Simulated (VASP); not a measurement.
Runs of VASP 6.6.1 on CsCl. The structure is that of space group Pm-3m (No. 221), or close to it. The cells are those of the table. 

```csv
level,cell,smearing,gap on the mesh (eV),pressure (GPa)
PBE,"a = 4.206 Å, 2 atoms",gaussian 0.02 eV,5.00,0.0
PBE,"a = 4.124 Å, 2 atoms",gaussian 0.01 eV,5.26,1.0
RPBE,"a = 4.341 Å, 2 atoms",gaussian 0.02 eV,4.93,(a)
PBE,"a = 4.247 Å, 2 atoms",gaussian 0.02 eV,4.88,(b)
PBE,"a = 4.341 Å, 2 atoms",gaussian 0.02 eV,4.62,(c)
```

Alike in all rows: task single point; potentials or basis VASP PAW PBE potentials, release 64 (Cs_sv, Cl); no spin polarisation; k mesh 6 × 6 × 6; cutoff (eV) 500.

Question: Fill in the values left out.

Answer: (a) 0.3; (b) -0.4; (c) -1.1.

Caveats: spin-orbit coupling is left out, which moves the levels of the heavy elements; the PAW data sets were made with another functional, which shifts forces and pressure a little (at least some runs).

A k mesh can miss the band edges, and the runs leave out spin-orbit coupling on Cs.
